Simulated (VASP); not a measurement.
# Rh: single point with PBE

Rh:

```
Rh
1.0
     2.56130    0.00000    0.00000
    -1.28065    2.21815    0.00000
     0.00000    0.00000    4.38484
Rh
2
Direct
  0.66667 0.33333 0.75000
  0.33333 0.66667 0.25000
```

This cell differs from its parent crystal: strain -0.0600 x Voigt [1, 1, 0, 0, 0, 0].

| Property | Result |
| --- | --- |
| Program | VASP 6.6.1 |
| Task | single point |
| Functional | PBE |
| Potentials or basis | VASP PAW PBE potentials, release 64 (Rh_pv) |
| Cutoff | 520 eV |
| k mesh | 24 × 24 × 14 |
| Occupations | gaussian, width 0.15 eV |
| Spin | no spin polarisation |

```
Pressure               : 44.6 GPa
Band gap on the k mesh : zero (bands 15 and 16 overlap by 3.09 eV)
```

Stress tensor (GPa, compression positive):
```
52.70  0.00  0.00
 0.00 52.70  0.00
 0.00  0.00 28.28
```

Levels at points of the mesh, in eV from the Fermi level:
```tsv
k point	band 12	band 13	band 14	band 15	band 16	band 17	band 18	band 19
(0.00, 0.00, 0.00)	-2.99	-2.99	-1.73	-1.73	0.07	0.25	0.25	8.87
(0.50, 0.00, 0.00)	-2.76	-2.22	0.61	0.89	1.16	3.57	5.94	11.11
(0.00, 0.00, 0.50)	-3.50	-3.50	-3.50	-0.41	-0.41	-0.41	-0.41	14.77
(0.50, 0.00, 0.50)	-1.69	-0.32	-0.32	1.04	1.04	2.98	2.98	10.61
```

Wall time 6.7 min on 1 thread of AMD EPYC 7R43 64-Core Processor (Zen 3), with other jobs on the host, peak memory 0.27 GiB.

Caveat: the cell differs from its parent crystal (strain -0.0600 x Voigt [1, 1, 0, 0, 0, 0]); the cell stands under pressure.
